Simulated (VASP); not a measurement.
Input of a VASP 6.6.1 run:

Contents of INCAR:

```
SYSTEM = BP
PREC     = Accurate       ! precision mode
ENCUT    = 520            ! plane-wave cutoff, eV
EDIFF    = 1E-6           ! SCF threshold, eV
ISMEAR   = 0              ! smearing method
SIGMA    = 0.05           ! smearing width, eV
LREAL    = .False.        ! projectors in reciprocal space
LASPH    = .True.         ! aspherical terms in the spheres
NELM     = 60             ! most SCF steps
ALGO     = Normal         ! electronic algorithm
ISIF     = 2              ! what is computed and relaxed
LWAVE    = .False.        ! write WAVECAR
LCHARG   = .True.         ! write CHGCAR
GGA      = RP             ! functional
LELF     = .True.         ! ELF
LVHAR    = .True.       
NBANDS   = 11             ! bands
```

The input KPOINTS:

```
regular mesh
0
Gamma
  8 8 8
  0 0 0
```

File POSCAR:

```
BP
1.0
    0.0000000000      2.2888968127      2.2888968127
    2.2888968127      0.0000000000      2.2888968127
    2.2888968127      2.2888968127      0.0000000000
B P
1 1
Direct
    0.0000000000      0.0000000000      0.0000000000
    0.7500000000      0.7500000000      0.7500000000
```

Potentials or basis: VASP PAW PBE potentials, release 64 (B, P).

Launch:

```bash
$ cat potpaw_PBE.64/B/POTCAR potpaw_PBE.64/P/POTCAR > POTCAR
$ mpirun -np 1 vasp_std > vasp.out
```

**Question.** Predict the band gap on the k mesh.

**Answer.** 1.32 eV, indirect (least direct gap 3.36 eV).

**Question.** What does it give for the pressure?

**Answer.** -0.7 GPa.

Caveat: the PAW data sets were made with another functional, which shifts forces and pressure a little. A k mesh can miss the band edges.
